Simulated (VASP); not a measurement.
# B4MoRu (F-43m) in VASP: further runs, part 2 of 2

VASP 6.6.1. The steps go on from the part before.

### Step 3. Single point, PBE, collinear spin, ferromagnetic start

This run uses another cell than the first one, of 14.45 Å³/atom.

INCAR

```
SYSTEM = B4MoRu
PREC     = Accurate       ! precision mode
ENCUT    = 520            ! plane-wave cutoff, eV
EDIFF    = 1E-7           ! SCF threshold, eV
ISMEAR   = 0              ! smearing method
SIGMA    = 0.1            ! smearing width, eV
LREAL    = .False.        ! projectors in reciprocal space
LASPH    = .True.         ! aspherical terms in the spheres
NELM     = 150            ! most SCF steps
ALGO     = Normal         ! electronic algorithm
ISIF     = 2              ! what is computed and relaxed
LWAVE    = .False.        ! write WAVECAR
LCHARG   = .False.        ! write CHGCAR
ISPIN    = 2              ! spin polarisation
MAGMOM   = 0 0 0 0 1 1    ! initial moments
LORBIT   = 11             ! projections on sites
LMAXMIX  = 4              ! l up to which the mixer works
GGA      = PE             ! functional
NBANDS   = 33             ! bands
```

KPOINTS

```
Automatic mesh
0
Gamma
  4 4 4
  0 0 0
```

POSCAR

```
B4MoRu
1.0
    0.0000000000      3.5128534080      3.5128534080
    3.5128534080      0.0000000000      3.5128534080
    3.5128534080      3.5128534080      0.0000000000
B Mo Ru
4 1 1
Direct
    0.9146887085      0.2559338745      0.9146887085
    0.9146887085      0.9146887085      0.9146887085
    0.2559338745      0.9146887085      0.9146887085
    0.9146887085      0.9146887085      0.2559338745
    0.7500000000      0.7500000000      0.7500000000
    0.5000000000      0.5000000000      0.5000000000
```

Potentials or basis: VASP PAW PBE potentials, release 64 (B, Mo_sv, Ru_pv).

Started as:

```bash
$ cat potpaw_PBE.64/B/POTCAR potpaw_PBE.64/Mo_sv/POTCAR potpaw_PBE.64/Ru_pv/POTCAR > POTCAR
$ mpirun -np 1 vasp_std > vasp.out
```

OUTCAR:

```text
SYSTEM = B4MoRu
   PREC = Accurate
   ENCUT = 520
   EDIFF = 1E-7
   ISMEAR = 0
   LREAL = .False.
   LASPH = .True.
   NELM = 150
   ISIF = 2
   ISPIN = 2
   LORBIT = 11
   GGA = PE

 ion  position               nearest neighbor table
   1  0.915  0.256  0.915-   2 1.70   3 1.70   4 1.70   5 2.00
   2  0.915  0.915  0.915-   1 1.70   3 1.70   4 1.70   5 2.00
   3  0.256  0.915  0.915-   1 1.70   2 1.70   4 1.70   5 2.00
   4  0.915  0.915  0.256-   1 1.70   2 1.70   3 1.70   5 2.00
   5  0.750  0.750  0.750-   1 2.00   3 2.00   4 2.00   2 2.00   6 3.04   6 3.04   6 3.04   6 3.04

   6  0.500  0.500  0.500-   5 3.04   5 3.04   5 3.04   5 3.04

  LATTYP: Found a face centered cubic cell.
 ALAT       =     7.0257068160

  Lattice vectors:

 A1 = (   0.0000000000,   3.5128534080,   3.5128534080)
 A2 = (   3.5128534080,   0.0000000000,   3.5128534080)
 A3 = (   3.5128534080,   3.5128534080,   0.0000000000)

Analysis of symmetry for initial positions (statically):
=====================================================================
 Subroutine PRICEL returns:
[... 756 lines left out ...]
  Total        1.1103614      1.1103614      1.1103614      0.0000000     -0.0000000      0.0000000
  in kB       20.5194100     20.5194100     20.5194100      0.0000000     -0.0000000      0.0000000
  external PRESSURE =      20.5194100 kB  Pullay stress =       0.0000000 kB

 VOLUME and BASIS-vectors are now :
 -----------------------------------------------------------------------------
  energy-cutoff  :      520.00
  volume of cell :       86.70
      direct lattice vectors                 reciprocal lattice vectors
     0.000000000  3.512853408  3.512853408    -0.142334434  0.142334434  0.142334434
     3.512853408  0.000000000  3.512853408     0.142334434 -0.142334434  0.142334434
     3.512853408  3.512853408  0.000000000     0.142334434  0.142334434 -0.142334434

 POSITION                                       TOTAL-FORCE (eV/Angst)
 -----------------------------------------------------------------------------------
      4.11223      6.42633      4.11223         0.005281     -0.005281      0.005281
      6.42633      6.42633      6.42633        -0.005281     -0.005281     -0.005281
      6.42633      4.11223      4.11223        -0.005281      0.005281      0.005281
      4.11223      4.11223      6.42633         0.005281      0.005281     -0.005281
      5.26928      5.26928      5.26928        -0.000000     -0.000000     -0.000000
      3.51285      3.51285      3.51285        -0.000000     -0.000000     -0.000000
 -----------------------------------------------------------------------------------
    total drift:                               -0.000000     -0.000000     -0.000000

  FREE ENERGIE OF THE ION-ELECTRON SYSTEM (eV)
  ---------------------------------------------------
  free  energy   TOTEN  =       -38.6807133532 eV

  energy  without entropy=      -38.6444757128  energy(sigma->0) =      -38.66259453

 total charge

# of ion       s       p       d       tot
------------------------------------------
    1        0.753   1.224   0.000   1.977
    2        0.753   1.224   0.000   1.977
    3        0.753   1.224   0.000   1.977
    4        0.753   1.224   0.000   1.977
    5        2.445   6.219   4.235  12.898
    6        0.204   6.062   5.843  12.109
--------------------------------------------------
tot          5.660  17.177  10.078  32.914

 magnetization (x)

# of ion       s       p       d       tot
------------------------------------------
    1        0.009   0.029   0.000   0.038
    2        0.009   0.029   0.000   0.038
    3        0.009   0.029   0.000   0.038
    4        0.009   0.029   0.000   0.038
    5        0.022  -0.008   0.182   0.196
    6        0.018   0.008   2.246   2.271
--------------------------------------------------
tot          0.077   0.115   2.428   2.620
```

stdout:

```text
POSCAR found type information on POSCAR B MoRu
 POSCAR found :  3 types and       6 ions
 scaLAPACK will be used
 LDA part: xc-table for (Slater+PW92), standard interpolation
 POSCAR, INCAR and KPOINTS ok, starting setup
 FFT: planning ... GRIDC
 FFT: planning ... GRID_SOFT
 FFT: planning ... GRID
 WAVECAR not read
 entering main loop
```

Wall time 61 s (1 thread of Intel Xeon 6975P-C (Granite Rapids), shared host); peak memory 0.3 GiB.

What came out:

```
Free energy                                           : -38.6807 eV
Pressure                                              : 2.1 GPa
Largest force                                         : 0.009 eV/Å
Net moment                                            : 2.71 μB per cell
Site moments                                          : B +0.04; Mo +0.20; Ru +2.27 μB
Valence electrons inside the program's atomic spheres : B 1.98; Mo 12.90; Ru 12.11
```

Forces in eV/Å, atoms in the order of the input:
```
B    0.005 -0.005  0.005
B   -0.005 -0.005 -0.005
B   -0.005  0.005  0.005
B    0.005  0.005 -0.005
Mo   0.000  0.000  0.000
Ru   0.000  0.000  0.000
```

Caveat: the k points lie up to 0.39 Å⁻¹ apart.

### Step 4. Single point, PBE, collinear spin, ferromagnetic start

This run uses another cell than the first one, of 14.64 Å³/atom.

INCAR

```
SYSTEM = B4MoRu
PREC = Accurate
ENCUT = 520
EDIFF = 1E-7
ISMEAR = 0
SIGMA = 0.1
LREAL = .FALSE.
LASPH = .TRUE.
NELM = 150
ALGO = Normal
ISIF = 2
LWAVE = .FALSE.
LCHARG = .FALSE.
ISPIN = 2
MAGMOM = 0 0 0 0 0.12 2.52
LORBIT = 11
LMAXMIX = 4
GGA = PE
NBANDS = 33
```

KPOINTS

```
Automatic mesh
0
G
  10 10 10
  0 0 0
```

POSCAR

```
B4MoRu
1.0
    0.0000000000      3.5283788859      3.5283788859
    3.5283788859      0.0000000000      3.5283788859
    3.5283788859      3.5283788859      0.0000000000
B Mo Ru
4 1 1
Direct
    0.9147888622      0.2556334133      0.9147888622
    0.9147888622      0.9147888622      0.9147888622
    0.2556334133      0.9147888622      0.9147888622
    0.9147888622      0.9147888622      0.2556334133
    0.7500000000      0.7500000000      0.7500000000
    0.5000000000      0.5000000000      0.5000000000
```

Potentials or basis: VASP PAW PBE potentials, release 64 (B, Mo_sv, Ru_pv).

Started as:

```bash
$ cat potpaw_PBE.64/B/POTCAR potpaw_PBE.64/Mo_sv/POTCAR potpaw_PBE.64/Ru_pv/POTCAR > POTCAR
$ mpirun -np 1 vasp_std > vasp.out
```

OUTCAR:

```text
SYSTEM = B4MoRu
   PREC = Accurate
   ENCUT = 520
   EDIFF = 1E-7
   ISMEAR = 0
   LREAL = .FALSE.
   LASPH = .TRUE.
   NELM = 150
   ISIF = 2
   ISPIN = 2
   LORBIT = 11
   GGA = PE

 ion  position               nearest neighbor table
   1  0.915  0.256  0.915-   2 1.70   3 1.70   4 1.70   5 2.01
   2  0.915  0.915  0.915-   1 1.70   3 1.70   4 1.70   5 2.01
   3  0.256  0.915  0.915-   1 1.70   2 1.70   4 1.70   5 2.01
   4  0.915  0.915  0.256-   1 1.70   2 1.70   3 1.70   5 2.01
   5  0.750  0.750  0.750-   2 2.01   1 2.01   3 2.01   4 2.01   6 3.06   6 3.06   6 3.06   6 3.06

   6  0.500  0.500  0.500-   5 3.06   5 3.06   5 3.06   5 3.06

  LATTYP: Found a face centered cubic cell.
[... 1923 lines left out ...]
      4.12969      6.45544      4.12969         0.002608     -0.002608      0.002608
      6.45544      6.45544      6.45544        -0.002608     -0.002608     -0.002608
      6.45544      4.12969      4.12969        -0.002608      0.002608      0.002608
      4.12969      4.12969      6.45544         0.002608      0.002608     -0.002608
      5.29257      5.29257      5.29257         0.000000      0.000000      0.000000
      3.52838      3.52838      3.52838         0.000000      0.000000      0.000000
 -----------------------------------------------------------------------------------
    total drift:                               -0.000000     -0.000000     -0.000000

  FREE ENERGIE OF THE ION-ELECTRON SYSTEM (eV)
  ---------------------------------------------------
  free  energy   TOTEN  =       -38.7062202033 eV

  energy  without entropy=      -38.6713465293  energy(sigma->0) =      -38.68878337

 total charge

# of ion       s       p       d       tot
------------------------------------------
    1        0.750   1.214   0.000   1.964
    2        0.750   1.214   0.000   1.964
    3        0.750   1.214   0.000   1.964
    4        0.750   1.214   0.000   1.964
    5        2.428   6.218   4.209  12.855
    6        0.203   6.060   5.840  12.103
--------------------------------------------------
tot          5.631  17.135  10.049  32.814

 magnetization (x)

# of ion       s       p       d       tot
------------------------------------------
    1        0.008   0.007   0.000   0.015
    2        0.008   0.007   0.000   0.015
    3        0.008   0.007   0.000   0.015
    4        0.008   0.007   0.000   0.015
    5        0.010  -0.012   0.146   0.143
    6        0.020   0.006   2.132   2.159
--------------------------------------------------
tot          0.061   0.022   2.278   2.360
```

stdout:

```text
POSCAR found type information on POSCAR B MoRu
 POSCAR found :  3 types and       6 ions
 scaLAPACK will be used
 LDA part: xc-table for (Slater+PW92), standard interpolation
 POSCAR, INCAR and KPOINTS ok, starting setup
 FFT: planning ... GRIDC
 FFT: planning ... GRID_SOFT
 FFT: planning ... GRID
 WAVECAR not read
 entering main loop
```

Run time: 4.1 min. Hardware: 1 thread of Intel Xeon 6975P-C (Granite Rapids), shared host; peak memory 0.43 GiB.

Results:

- Free energy: -38.7062 eV
- Pressure: 0.1 GPa
- Largest force: 0.005 eV/Å
- Net moment: 2.41 μB per cell
- Site moments: B +0.01; Mo +0.14; Ru +2.16 μB
- Valence electrons inside the program's atomic spheres: B 1.96; Mo 12.86; Ru 12.10

Forces in eV/Å, atoms in the order of the input:
```
B    0.003 -0.003  0.003
B   -0.003 -0.003 -0.003
B   -0.003  0.003  0.003
B    0.003  0.003 -0.003
Mo   0.000  0.000  0.000
Ru   0.000  0.000  0.000
```

### Step 5. Overview

| task | spin | cell | k mesh | cutoff (eV) | gap on the mesh (eV) | pressure (GPa) | moment (μB) | largest force (eV/Å) |
| --- | --- | --- | --- | --- | --- | --- | --- | --- |
| relaxation of cell and atoms | off | relaxed from a = 4.586 Å, angles 60.0°, 6 atoms | 4 × 4 × 4 | 600 | none | -0.1 | - | 0.03 |
| single point | collinear, ferromagnetic start | a = 4.968 Å, angles 60.0°, 6 atoms | 4 × 4 × 4 | 520 | none | 2.1 | 2.71 | 0.01 |
| single point | collinear, ferromagnetic start | a = 4.990 Å, angles 60.0°, 6 atoms | 10 × 10 × 10 | 520 | none | 0.1 | 2.41 | - |

Alike in all rows: level PBE; potentials or basis VASP PAW PBE potentials, release 64 (B, Mo_sv, Ru_pv); smearing gaussian 0.1 eV.

Caveats: some runs use coarse meshes; the volume moved by over 15 % at a fixed basis, so the end points are rough (at least some runs).

Total energies depend on the potentials used, so only differences within one code and one set of settings carry meaning.
